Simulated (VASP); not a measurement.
**KF: single point with PBE**

KF:

```
K F
1.0
    -0.00886    2.65010    2.65010
     2.65010   -0.00886    2.65010
     2.65010    2.65010   -0.00886
K F
1 1
Direct
  0.00000 0.00000 0.00000
  0.50000 0.50000 0.50000
```

This cell differs from its parent crystal: strain along [111] -0.5%.

| Quantity | Value |
| --- | --- |
| Program | VASP 6.6.1 |
| Task | single point |
| Functional | PBE |
| Potentials or basis | VASP PAW PBE potentials, release 64 (K_sv, F) |
| Cutoff | 520 eV |
| k mesh | 8 × 8 × 8 |
| Occupations | fermi-dirac, width 0.02 eV |
| Spin | no spin polarisation |
| Dipole correction | no |
| Further INCAR settings | ALGO = Normal; EDIFF = 1e-06; NBANDS = 15 |

- Pressure: 2.2 GPa
- Band gap on the k mesh: 6.27 eV

Levels at points of the mesh, in eV from the valence-band top:
| k point | band 6 | band 7 | band 8 | band 9 | band 10 | band 11 |
| --- | --- | --- | --- | --- | --- | --- |
| (0.00, 0.00, 0.00) | 0.00 | 0.00 | 0.00 | 6.27 | 10.71 | 10.71 |
| (0.50, 0.00, 0.00) | -0.82 | -0.37 | -0.36 | 9.14 | 10.74 | 12.14 |
| (0.50, 0.50, 0.00) | -0.21 | -0.06 | -0.05 | 8.21 | 10.41 | 11.97 |
| (0.50, 0.50, 0.50) | -0.82 | -0.37 | -0.37 | 9.16 | 10.76 | 12.17 |

Wall time 23 s on 1 thread of AMD EPYC 7R13 Processor (Zen 3), on a shared host, peak memory 0.14 GiB.

Caveat: the cell differs from its parent crystal (strain along [111] -0.5%). A k mesh can miss the band edges.
